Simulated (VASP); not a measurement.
Here is a VASP 6.6.1 calculation.

Contents of INCAR:

```
SYSTEM = Pt2F
PREC     = Accurate       ! precision mode
ENCUT    = 520            ! plane-wave cutoff, eV
EDIFF    = 1E-6           ! SCF threshold, eV
ISMEAR   = 0              ! smearing method
SIGMA    = 0.1            ! smearing width, eV
LREAL    = .FALSE.        ! projectors in reciprocal space
LASPH    = .TRUE.         ! aspherical terms in the spheres
NELM     = 100            ! most SCF steps
ALGO     = Normal         ! electronic algorithm
ISIF     = 2              ! what is computed and relaxed
LWAVE    = .FALSE.        ! write WAVECAR
LCHARG   = .FALSE.        ! write CHGCAR
GGA      = PE             ! functional
NBANDS   = 20             ! bands
```

The input KPOINTS:

```
regular mesh
0
G
  6 6 4
  0 0 0
```

Contents of POSCAR:

```
Pt2F
1.0
    4.4399144767      0.0000000038      0.0000000000
   -2.2199572416      3.8450787256      0.0000000000
    0.0000000000      0.0000000000      2.5926866657
Pt F
2 1
Direct
    0.3333333333      0.6666666667      0.5000000000
    0.6666666667      0.3333333333      0.5000000000
    0.0000000000      0.0000000000      0.0000000000
```

Potentials or basis: VASP PAW PBE potentials, release 64 (Pt, F).

The run is started by

```console
$ cat potpaw_PBE.64/Pt/POTCAR potpaw_PBE.64/F/POTCAR > POTCAR
$ mpirun -np 1 vasp_std > vasp.out
```

Estimate the band gap on the k mesh.

zero (an odd number of electrons rules out a gap without spin polarisation).

Estimate the pressure.

-0.6 GPa.

Stress tensor (GPa, compression positive):
```
-0.46  0.00  0.00
 0.00 -0.46  0.00
 0.00  0.00 -0.76
```

Caveat: the k points lie up to 0.61 Å⁻¹ apart, too coarse for converged energies and pressures of a metal; spin-orbit coupling is left out, which moves the levels of the heavy elements.
